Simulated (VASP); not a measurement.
# HfC (Fm-3m) in VASP: settings compared

The runs below take HfC through single point, with rpbe exchange, lyp correlation.

All numbers are computed with VASP 6.6.1; they aren't measurements. Logs are shortened: lines on timing, memory, paths and dates and some standing lists are left out, and cuts for length are marked.

## Step 1: The cell of the first run

Symmetry: Fm-3m, No. 225, cubic system. Conventional cell: a = 4.555 Å, b = 4.555 Å, c = 4.555 Å, α = 90.00°, β = 90.00°, γ = 90.00°. Hf (site symmetry m-3m) has 6 C at 2.28 Å within 3.0 Å. C (site symmetry m-3m) has 6 Hf at 2.28 Å within 3.0 Å.

## Step 2: Single point, rpbe exchange, lyp correlation, non-collinear spin, zero start, spin-orbit coupling (11.81 Å³/atom)

File INCAR:

```
SYSTEM = HfC
  PREC = Accurate
  ENCUT = 600
  EDIFF = 1E-6
  ISMEAR = 0
  SIGMA = 0.025
  LREAL = .False.
  LASPH = .True.
  NELM = 200
  ALGO = Normal
  ISIF = 2
  LWAVE = .False.
  LCHARG = .False.
  LNONCOLLINEAR = .True.
  MAGMOM = 0 0 0 0 0 0
  LORBIT = 11
  LSORBIT = .True.
  GGA_COMPAT = .False.
  LORBMOM = .True.
  LMAXMIX = 4
  GGA = LIBXC
  LIBXC1 = GGA_X_RPBE
  LIBXC2 = GGA_C_LYP
  NBANDS = 26
```

File KPOINTS:

```
Automatic mesh
0
Gamma
  8 8 8
  0 0 0
```

File POSCAR:

```
HfC
1.0
    0.0000000000      2.2775377028      2.2775377028
    2.2775377028      0.0000000000      2.2775377028
    2.2775377028      2.2775377028      0.0000000000
Hf C
1 1
Direct
    0.5000000000      0.5000000000      0.5000000000
    0.0000000000      0.0000000000      0.0000000000
```

Potentials or basis: VASP PAW PBE potentials, release 64 (Hf_pv, C).

Command:

```bash
> cat potpaw_PBE.64/Hf_pv/POTCAR potpaw_PBE.64/C/POTCAR > POTCAR
> mpirun -np 1 vasp_ncl > vasp.out
```

OUTCAR:

```text
SYSTEM = HfC
   PREC = Accurate
   ENCUT = 600
   EDIFF = 1E-6
   ISMEAR = 0
   LREAL = .False.
   LASPH = .True.
   NELM = 200
   ISIF = 2
   LNONCOLLINEAR = .True.
   LORBIT = 11
   LSORBIT = .True.
   GGA = LIBXC

 ion  position               nearest neighbor table
   1  0.500  0.500  0.500-   2 2.28   2 2.28   2 2.28   2 2.28   2 2.28   2 2.28
   2  0.000  0.000  0.000-   1 2.28   1 2.28   1 2.28   1 2.28   1 2.28   1 2.28

  LATTYP: Found a face centered cubic cell.
 ALAT       =     4.5550754056

  Lattice vectors:

 A1 = (   0.0000000000,   2.2775377028,   2.2775377028)
 A2 = (   2.2775377028,   0.0000000000,   2.2775377028)
 A3 = (   2.2775377028,   2.2775377028,   0.0000000000)

Analysis of symmetry for initial positions (statically):
=====================================================================
 Subroutine PRICEL returns:
 Original cell was already a primitive cell.

 Routine SETGRP: Setting up the symmetry group for a
 face centered cubic supercell.

 Subroutine GETGRP returns: Found 48 space group operations
 (whereof 48 operations were pure point group operations)
 out of a pool of 48 trial point group operations.

The static configuration has the point symmetry O_h .

Analysis of symmetry for dynamics (positions and initial velocities):
=====================================================================
 Subroutine PRICEL returns:
 Original cell was already a primitive cell.

 Routine SETGRP: Setting up the symmetry group for a
 face centered cubic supercell.

 Subroutine GETGRP returns: Found 48 space group operations
 (whereof 48 operations were pure point group operations)
 out of a pool of 48 trial point group operations.

The dynamic configuration has the point symmetry O_h .

Analysis of structural, dynamic, and magnetic symmetry:
=====================================================================
 Subroutine PRICEL returns:
 Original cell was already a primitive cell.

 Routine SETGRP: Setting up the symmetry group for a
 face centered cubic supercell.

 Subroutine GETGRP returns: Found 48 space group operations
 (whereof 48 operations were pure point group operations)
 out of a pool of 48 trial point group operations.

The overall configuration has the point symmetry O_h .

 Subroutine INISYM returns: Found 48 space group operations
 (whereof 48 operations are pure point group operations),
 and found     1 'primitive' translations

----------------------------------------------------------------------------------------

                                     Primitive cell

  volume of cell :      23.6280

  direct lattice vectors                    reciprocal lattice vectors
     0.000000000  2.277537703  2.277537703    -0.219535334  0.219535334  0.219535334
     2.277537703  0.000000000  2.277537703     0.219535334 -0.219535334  0.219535334
     2.277537703  2.277537703  0.000000000     0.219535334  0.219535334 -0.219535334

  length of vectors
     3.220924708  3.220924708  3.220924708     0.380246352  0.380246352  0.380246352

  position of ions in fractional coordinates (direct lattice)
     0.500000000  0.500000000  0.500000000
     0.000000000  0.000000000  0.000000000

  ion indices of the primitive-cell ions
   primitive index   ion index
                 1           1
                 2           2

----------------------------------------------------------------------------------------

 KPOINTS: Automatic mesh

Automatic generation of k-mesh.
 Grid dimensions read from file:
 generate k-points for:    8    8    8

 Generating k-lattice:

  Cartesian coordinates                     Fractional coordinates (reciprocal lattice)
    -0.027441917  0.027441917  0.027441917     0.125000000  0.000000000  0.000000000
     0.027441917 -0.027441917  0.027441917     0.000000000  0.125000000  0.000000000
     0.027441917  0.027441917 -0.027441917     0.000000000  0.000000000  0.125000000

  Length of vectors
     0.047530794  0.047530794  0.047530794
[... 89 lines left out ...]
 NGX is ok and might be reduce to    28
   NGX = 13   NGY = 13   NGZ = 13

 number of electron      14.0000000 magnetization       0.0000000      0.0000000      0.0000000

 number of electron      13.9999999 magnetization      -0.0000000      0.0000000      0.0000000

 number of electron      13.9999999 magnetization       0.0000000     -0.0000000     -0.0000000

 Free energy of the ion-electron system (eV)
  ---------------------------------------------------
  ext. energy  EPLUGINS =         0.00000000
  ---------------------------------------------------
  free energy    TOTEN  =       -18.91043200 eV

  energy without entropy =      -18.91026671  energy(sigma->0) =      -18.91034935

 E-fermi :   7.0290     XC(G=0): -11.8379

 val. band max:        6.9326257349   @ k =   0.1250   0.1250   0.0000
 cond. band min:       7.0290397604   @ k =   0.3750   0.3750   0.0000
 fundamental gap:      0.0964140256
 Fermi energy:         7.0290397576

 k-point     1 :       0.0000    0.0000    0.0000
  band No.  band energies     occupation
      1     -27.1941      1.00000
      2     -27.1941      1.00000
      3     -20.1443      1.00000
      4     -20.1443      1.00000
      5     -20.1443      1.00000
      6     -20.1443      1.00000
[... 685 lines left out ...]
     25      18.7847      0.00000
     26      18.7847      0.00000

 [... further k-points ...]
[... 5 lines left out ...]
  --------------------------------------------------------------------------------------
  -------------------------------------------------------------------------------------
  Total        4.2149742      4.2149742      4.2149742      0.0000000      0.0000000      0.0000000
  in kB      285.8108975    285.8108975    285.8108975      0.0000000      0.0000000      0.0000000
  external PRESSURE =     285.8108975 kB  Pullay stress =       0.0000000 kB

 VOLUME and BASIS-vectors are now :
 -----------------------------------------------------------------------------
  energy-cutoff  :      600.00
  volume of cell :       23.63
      direct lattice vectors                 reciprocal lattice vectors
     0.000000000  2.277537703  2.277537703    -0.219535334  0.219535334  0.219535334
     2.277537703  0.000000000  2.277537703     0.219535334 -0.219535334  0.219535334
     2.277537703  2.277537703  0.000000000     0.219535334  0.219535334 -0.219535334

 POSITION                                       TOTAL-FORCE (eV/Angst)
 -----------------------------------------------------------------------------------
      2.27754      2.27754      2.27754         0.000000      0.000000      0.000000
      0.00000      0.00000      0.00000        -0.000000     -0.000000     -0.000000
 -----------------------------------------------------------------------------------
    total drift:                                0.000000      0.000000      0.000000

  FREE ENERGIE OF THE ION-ELECTRON SYSTEM (eV)
  ---------------------------------------------------
  free  energy   TOTEN  =       -18.9104319985 eV

  energy  without entropy=      -18.9102667083  energy(sigma->0) =      -18.91034935

 orbital moment (x)

 # of ion     p       d       tot
 ----------------------------------------
  1         0.000  -0.000  -0.000
  2         0.000   0.000   0.000
 ----------------------------------------
            0.000  -0.000  -0.000

 orbital moment (y)

 # of ion     p       d       tot
 ----------------------------------------
  1         0.000   0.000   0.000
  2        -0.000   0.000  -0.000
 ----------------------------------------
           -0.000   0.000   0.000

 orbital moment (z)

 # of ion     p       d       tot
 ----------------------------------------
  1         0.000   0.000   0.000
  2         0.000   0.000   0.000
 ----------------------------------------
            0.000   0.000   0.000

 Spin-Orbit-Coupling matrix elements

 Ion:    1  E_soc:     -1.2989980
 l=   1
     0.0000000    -0.2096558    -0.2096558
    -0.2096558     0.0000000    -0.2096558
    -0.2096558    -0.2096558     0.0000000
 l=   2
     0.0000000    -0.0013818     0.0000000    -0.0013818    -0.0054621
    -0.0013818     0.0000000    -0.0040966    -0.0013818    -0.0013655
     0.0000000    -0.0040966     0.0000000    -0.0040966     0.0000000
    -0.0013818    -0.0013818    -0.0040966     0.0000000    -0.0013655
    -0.0054621    -0.0013655     0.0000000    -0.0013655     0.0000000
 l=   3
     0.0000000     0.0000000     0.0000000     0.0000000     0.0000000     0.0000000     0.0000000
     0.0000000     0.0000000     0.0000000     0.0000000     0.0000000     0.0000000     0.0000000
     0.0000000     0.0000000     0.0000000     0.0000000     0.0000000     0.0000000     0.0000000
     0.0000000     0.0000000     0.0000000     0.0000000     0.0000000     0.0000000     0.0000000
     0.0000000     0.0000000     0.0000000     0.0000000     0.0000000     0.0000000     0.0000000
     0.0000000     0.0000000     0.0000000     0.0000000     0.0000000     0.0000000     0.0000000
     0.0000000     0.0000000     0.0000000     0.0000000     0.0000000     0.0000000     0.0000000

 Ion:    2  E_soc:     -0.0003749
 l=   1
     0.0000000    -0.0000625    -0.0000625
    -0.0000625     0.0000000    -0.0000625
    -0.0000625    -0.0000625     0.0000000
 l=   2
     0.0000000     0.0000000     0.0000000     0.0000000     0.0000000
     0.0000000     0.0000000     0.0000000     0.0000000     0.0000000
     0.0000000     0.0000000     0.0000000     0.0000000     0.0000000
     0.0000000     0.0000000     0.0000000     0.0000000     0.0000000
     0.0000000     0.0000000     0.0000000     0.0000000     0.0000000
 l=   3
     0.0000000     0.0000000     0.0000000     0.0000000     0.0000000     0.0000000     0.0000000
     0.0000000     0.0000000     0.0000000     0.0000000     0.0000000     0.0000000     0.0000000
     0.0000000     0.0000000     0.0000000     0.0000000     0.0000000     0.0000000     0.0000000
     0.0000000     0.0000000     0.0000000     0.0000000     0.0000000     0.0000000     0.0000000
     0.0000000     0.0000000     0.0000000     0.0000000     0.0000000     0.0000000     0.0000000
     0.0000000     0.0000000     0.0000000     0.0000000     0.0000000     0.0000000     0.0000000
     0.0000000     0.0000000     0.0000000     0.0000000     0.0000000     0.0000000     0.0000000

 total charge

# of ion       s       p       d       tot
------------------------------------------
    1        0.323   6.742   1.773   8.837
    2        0.892   1.584   0.000   2.475
--------------------------------------------------
tot          1.214   8.326   1.773  11.313

 magnetization (x)

# of ion       s       p       d       tot
------------------------------------------
    1       -0.000   0.000  -0.000  -0.000
    2        0.000   0.000   0.000   0.000
--------------------------------------------------
tot         -0.000   0.000  -0.000  -0.000

 magnetization (y)

# of ion       s       p       d       tot
------------------------------------------
    1        0.000   0.000   0.000   0.000
    2        0.000   0.000   0.000   0.000
--------------------------------------------------
tot          0.000   0.000   0.000   0.000

 magnetization (z)

# of ion       s       p       d       tot
------------------------------------------
    1       -0.000   0.000   0.000  -0.000
    2       -0.000   0.000   0.000  -0.000
--------------------------------------------------
tot         -0.000   0.000   0.000  -0.000
```

Wall time 70 s (1 thread of Intel Xeon Platinum 8488C (Sapphire Rapids), shared host); peak memory 0.26 GiB.

What came out:

```
Free energy                                           : -18.9104 eV
Pressure                                              : 28.6 GPa
Net moment                                            : 0.00 μB per cell
Valence electrons inside the program's atomic spheres : Hf 8.84; C 2.48
```

Moments on the atoms (μB; x, y, z):
```
Hf  0.00 0.00 0.00
C   0.00 0.00 0.00
```

Caveat: the cell stands under pressure; the PAW data sets were made with another functional, which shifts forces and pressure a little.

## Step 3: Single point, rpbe exchange, lyp correlation, non-collinear spin, zero start, spin-orbit coupling (12.07 Å³/atom)

This run uses another cell than the first one, of 12.07 Å³/atom.

File INCAR:

```
SYSTEM = HfC
PREC = Accurate
ENCUT = 600
EDIFF = 1E-6
ISMEAR = 0
SIGMA = 0.025
LREAL = .False.
LASPH = .True.
NELM = 200
ALGO = Normal
ISIF = 2
LWAVE = .False.
LCHARG = .False.
MAGMOM = 0 0 0 0 0 0
LORBIT = 11
LSORBIT = .True.
GGA_COMPAT = .False.
LORBMOM = .True.
LMAXMIX = 4
GGA = LIBXC
LIBXC1 = GGA_X_RPBE
LIBXC2 = GGA_C_LYP
NBANDS = 26
```

KPOINTS is that of step 2.

File POSCAR:

```
HfC
1.0
    0.0000000000      2.2935772291      2.2935772291
    2.2935772291      0.0000000000      2.2935772291
    2.2935772291      2.2935772291      0.0000000000
Hf C
1 1
Direct
    0.5000000000      0.5000000000      0.5000000000
    0.0000000000      0.0000000000      0.0000000000
```

Potentials or basis: VASP PAW PBE potentials, release 64 (Hf_pv, C).

Command:

```bash
> cat potpaw_PBE.64/Hf_pv/POTCAR potpaw_PBE.64/C/POTCAR > POTCAR
> mpirun -np 1 vasp_ncl > vasp.out
```

Run time: 67 s. Hardware: 1 thread of Intel Xeon Platinum 8488C (Sapphire Rapids), shared host; peak memory 0.26 GiB.

Results (log left out):

- Free energy: -18.9902 eV
- Pressure: 22.0 GPa
- Net moment: 0.00 μB per cell
- Valence electrons inside the program's atomic spheres: Hf 8.77; C 2.46

Moments on the atoms (μB; x, y, z):
```
Hf  0.00 0.00 0.00
C   0.00 0.00 0.00
```

Caveat: the cell stands under pressure; the PAW data sets were made with another functional, which shifts forces and pressure a little.

## Step 4: Single point, rpbe exchange, lyp correlation, non-collinear spin, zero start, spin-orbit coupling (12.32 Å³/atom)

This run uses another cell than the first one, of 12.32 Å³/atom.

File INCAR:

```
PREC = Accurate
ENCUT = 600
EDIFF = 1E-6
ISMEAR = 0
SIGMA = 0.025
LREAL = F
LASPH = T
NELM = 200
ALGO = Normal
ISIF = 2
LWAVE = F
LCHARG = F
MAGMOM = 0 0 0 0 0 0
LORBIT = 11
LSORBIT = T
GGA_COMPAT = F
LORBMOM = T
LMAXMIX = 4
GGA = LIBXC
LIBXC1 = GGA_X_RPBE
LIBXC2 = GGA_C_LYP
NBANDS = 26
```

File KPOINTS:

```
regular mesh
0
Gamma
  8 8 8
```

File POSCAR:

```
HfC
1.0
    0.0000000000      2.3093955030      2.3093955030
    2.3093955030      0.0000000000      2.3093955030
    2.3093955030      2.3093955030      0.0000000000
Hf C
1 1
Direct
    0.5000000000      0.5000000000      0.5000000000
    0.0000000000      0.0000000000      0.0000000000
```

Potentials or basis: VASP PAW PBE potentials, release 64 (Hf_pv, C).

Command:

```bash
> cat potpaw_PBE.64/Hf_pv/POTCAR potpaw_PBE.64/C/POTCAR > POTCAR
> mpirun -np 1 vasp_ncl > vasp.out
```

OUTCAR:

```text
PREC = Accurate
   ENCUT = 600
   EDIFF = 1E-6
   ISMEAR = 0
   LREAL = F
   LASPH = T
   NELM = 200
   ISIF = 2
   LORBIT = 11
   LSORBIT = T
   GGA = LIBXC

 ion  position               nearest neighbor table
   1  0.500  0.500  0.500-   2 2.31   2 2.31   2 2.31   2 2.31   2 2.31   2 2.31
   2  0.000  0.000  0.000-   1 2.31   1 2.31   1 2.31   1 2.31   1 2.31   1 2.31

  LATTYP: Found a face centered cubic cell.
 ALAT       =     4.6187910060

  Lattice vectors:

 A1 = (   0.0000000000,   2.3093955030,   2.3093955030)
 A2 = (   2.3093955030,   0.0000000000,   2.3093955030)
 A3 = (   2.3093955030,   2.3093955030,   0.0000000000)

Analysis of symmetry for initial positions (statically):
=====================================================================
 Subroutine PRICEL returns:
 Original cell was already a primitive cell.

 Routine SETGRP: Setting up the symmetry group for a
 face centered cubic supercell.

 Subroutine GETGRP returns: Found 48 space group operations
 (whereof 48 operations were pure point group operations)
 out of a pool of 48 trial point group operations.
[... 962 lines left out ...]
     0.0000000     0.0000000     0.0000000     0.0000000     0.0000000     0.0000000     0.0000000
     0.0000000     0.0000000     0.0000000     0.0000000     0.0000000     0.0000000     0.0000000
     0.0000000     0.0000000     0.0000000     0.0000000     0.0000000     0.0000000     0.0000000
     0.0000000     0.0000000     0.0000000     0.0000000     0.0000000     0.0000000     0.0000000
     0.0000000     0.0000000     0.0000000     0.0000000     0.0000000     0.0000000     0.0000000
     0.0000000     0.0000000     0.0000000     0.0000000     0.0000000     0.0000000     0.0000000

 Ion:    2  E_soc:     -0.0003705
 l=   1
     0.0000000    -0.0000618    -0.0000618
    -0.0000618     0.0000000    -0.0000618
    -0.0000618    -0.0000618     0.0000000
 l=   2
     0.0000000     0.0000000     0.0000000     0.0000000     0.0000000
     0.0000000     0.0000000     0.0000000     0.0000000     0.0000000
     0.0000000     0.0000000     0.0000000     0.0000000     0.0000000
     0.0000000     0.0000000     0.0000000     0.0000000     0.0000000
     0.0000000     0.0000000     0.0000000     0.0000000     0.0000000
 l=   3
     0.0000000     0.0000000     0.0000000     0.0000000     0.0000000     0.0000000     0.0000000
     0.0000000     0.0000000     0.0000000     0.0000000     0.0000000     0.0000000     0.0000000
     0.0000000     0.0000000     0.0000000     0.0000000     0.0000000     0.0000000     0.0000000
     0.0000000     0.0000000     0.0000000     0.0000000     0.0000000     0.0000000     0.0000000
     0.0000000     0.0000000     0.0000000     0.0000000     0.0000000     0.0000000     0.0000000
     0.0000000     0.0000000     0.0000000     0.0000000     0.0000000     0.0000000     0.0000000
     0.0000000     0.0000000     0.0000000     0.0000000     0.0000000     0.0000000     0.0000000

 total charge

# of ion       s       p       d       tot
------------------------------------------
    1        0.311   6.691   1.700   8.701
    2        0.885   1.558   0.000   2.443
--------------------------------------------------
tot          1.196   8.249   1.700  11.144

 magnetization (x)

# of ion       s       p       d       tot
------------------------------------------
    1        0.000   0.000   0.000   0.000
    2        0.000   0.000   0.000   0.000
--------------------------------------------------
tot          0.000   0.000   0.000   0.000

 magnetization (y)

# of ion       s       p       d       tot
------------------------------------------
    1        0.000  -0.000   0.000   0.000
    2       -0.000   0.000   0.000   0.000
--------------------------------------------------
tot          0.000   0.000   0.000   0.000

 magnetization (z)

# of ion       s       p       d       tot
------------------------------------------
    1       -0.000  -0.000   0.000  -0.000
    2        0.000   0.000   0.000   0.000
--------------------------------------------------
tot         -0.000  -0.000   0.000  -0.000
```

stdout:

```text
POSCAR found type information on POSCAR HfC
 POSCAR found :  2 types and       2 ions
 scaLAPACK will be used
 -----------------------------------------------------------------------------
|                                                                             |
|                                                                             |
|     You enforced a specific xc type in the INCAR file but a different       |
|     I HOPE YOU KNOW WHAT YOU ARE DOING!                                     |
|                                                                             |
 -----------------------------------------------------------------------------

 LDA part: xc-table for (None,None), standard interpolation
 POSCAR, INCAR and KPOINTS ok, starting setup
 FFT: planning ... GRIDC
 FFT: planning ... GRID_SOFT
 FFT: planning ... GRID
 WAVECAR not read
 entering main loop
```

It took 80 s on 1 thread of Intel Xeon Platinum 8488C (Sapphire Rapids), shared host; peak memory 0.26 GiB.

Results:

```yaml
Free_energy: -19.0503 eV
Pressure: 16.1 GPa
Net_moment: 0.00 μB per cell
Valence_electrons_inside_the_program's_atomic_spheres: Hf 8.70; C 2.44
```

Moments on the atoms (μB; x, y, z):
```
Hf  0.00 0.00 0.00
C   0.00 0.00 0.00
```

Caveat: the cell stands under pressure; the PAW data sets were made with another functional, which shifts forces and pressure a little.

[end of part 1 of 2]
